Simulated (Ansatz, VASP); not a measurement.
## One calculation of ScF5, two programs

```
Sc F
1.0
     0.00000    3.09504    3.09504
     3.09504    0.00000    3.09504
     3.09504    3.09504    0.00000
Sc F
1 5
Direct
  0.50000 0.50000 0.50000
  0.87392 0.87392 0.87392
  0.37825 0.87392 0.87392
  0.87392 0.37825 0.87392
  0.87392 0.87392 0.37825
  0.25000 0.25000 0.25000
```

Change from the starting cell: species swapped into the HfNi5 type (F-43m, No. 216).

Alike in both runs: functional PBE; k mesh 10 × 10 × 10; occupations gaussian, width 0.1 eV; collinear spin.

Ansatz relaxed the structure, and its values are those at the end. VASP's run is a single point on that final structure, the one shown.

|  | VASP | Ansatz |
| --- | --- | --- |
| version | VASP 6.6.1 | Ansatz 0.2.0 |
| potentials or method | VASP PAW PBE potentials, release 64 (Sc_sv, F), cutoff 520 eV | scalar-relativistic, plane waves, PAW |
| valence electrons in the cell | 46 | 46 |

|  | VASP | Ansatz | Ansatz less VASP |
| --- | --- | --- | --- |
| gap on the k mesh at the Fermi level (eV) | none | none | - |
| pressure (GPa) | -0.4 | 0.0 | +0.41 |
| rms of the force components (eV/Å) | 0.007 | 0.006 | -0.0004 |
| net moment per atom (μB) | 0.33 | 0.33 | 0.000 |
| size of the moment on the site where the two differ most (μB) | 0.48 | 0.50 | +0.027 |

Site moments also hang on the region over which each program counts them. A gap of «none» marks a metal or a gap that the smearing closes.
